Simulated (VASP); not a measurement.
Here is a VASP 6.6.1 calculation.

The input INCAR:

```
ALGO = Normal
EDIFF = 1E-8
ENCUT = 600
GGA = PS
GGA_COMPAT = F
IBRION = 8
ISIF = 2
ISMEAR = 0
LASPH = T
LCHARG = F
LEPSILON = T
LREAL = F
LWAVE = F
NBANDS = 28
NELM = 120
NSW = 1
PREC = Accurate
SIGMA = 0.01
```

The input KPOINTS:

```
k-points
0
Gamma
  8 8 8
```

POSCAR

```
SrTiO3
1.0
    3.8911204495      0.0000000000      0.0000000000
    0.0000000000      3.8911204495      0.0000000000
    0.0000000000      0.0000000000      3.8911204495
Sr Ti O
1 1 3
Direct
    0.5000000000      0.5000000000      0.5000000000
    0.0000000000      0.0000000000      0.0000000000
    0.5000000000      0.0000000000      0.0000000000
    0.0000000000      0.5000000000      0.0000000000
    0.0000000000      0.0000000000      0.5000000000
```

Potentials or basis: VASP PAW PBE potentials, release 64 (Sr_sv, Ti_sv, O).

The run is started by

```sh
$ cat potpaw_PBE.64/Sr_sv/POTCAR potpaw_PBE.64/Ti_sv/POTCAR potpaw_PBE.64/O/POTCAR > POTCAR
$ mpirun -np 1 vasp_std > vasp.out
```

Q: Predict the electronic dielectric tensor (diagonal).

A: 6.35.

Q: Estimate the Born charges (mean of the diagonal).

A: Sr +2.55; Ti +7.35; O -3.30 e.

Q: Estimate the most unstable mode.

A: 52i cm⁻¹.

Phonon frequencies in cm⁻¹ (negative: imaginary):
| q point | frequencies |
| --- | --- |
| (0.000, 0.000, 0.000) | -52 -52 -52 3 3 3 160 160 160 229 229 229 537 537 537 |

Caveat: some modes are imaginary.
